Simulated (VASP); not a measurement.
A run of VASP 6.6.1:

INCAR

```
PREC = Accurate
ENCUT = 520
EDIFF = 1E-6
ISMEAR = -1
SIGMA = 0.1
LREAL = False
LASPH = True
NELM = 60
ALGO = Normal
ISIF = 2
LWAVE = False
LCHARG = False
GGA = B5
ALDAX = 1.0
AGGAX = 1.0
AGGAC = 1.0
ALDAC = 0.0
NBANDS = 10
```

The input KPOINTS:

```
Automatic mesh
0
Gamma
  14 14 7
```

Contents of POSCAR:

```
Al
1.0
    2.7672914868      0.0000000000      0.0000000000
   -1.3836457434      2.3965447273      0.0000000000
    0.0000000000      0.0000000000      4.6806640233
Al
2
Direct
    0.3333333333      0.6666666667      0.2500000000
    0.6666666667      0.3333333333      0.7500000000
```

Potentials or basis: VASP PAW PBE potentials, release 64 (Al).

Launch:

```sh
$ cat potpaw_PBE.64/Al/POTCAR > POTCAR
$ mpirun -np 1 vasp_std > vasp.out
```

Hardware: 1 thread of Intel(R) Xeon(R) 6975P-C (Granite Rapids) (shared host).

Task: How long does it take, and how much memory?

Result: Wall time 9.8 s on 1 thread of Intel(R) Xeon(R) 6975P-C (Granite Rapids), on a shared host, peak memory 0.15 GiB. Counts: scf iterations 10, k points 96.
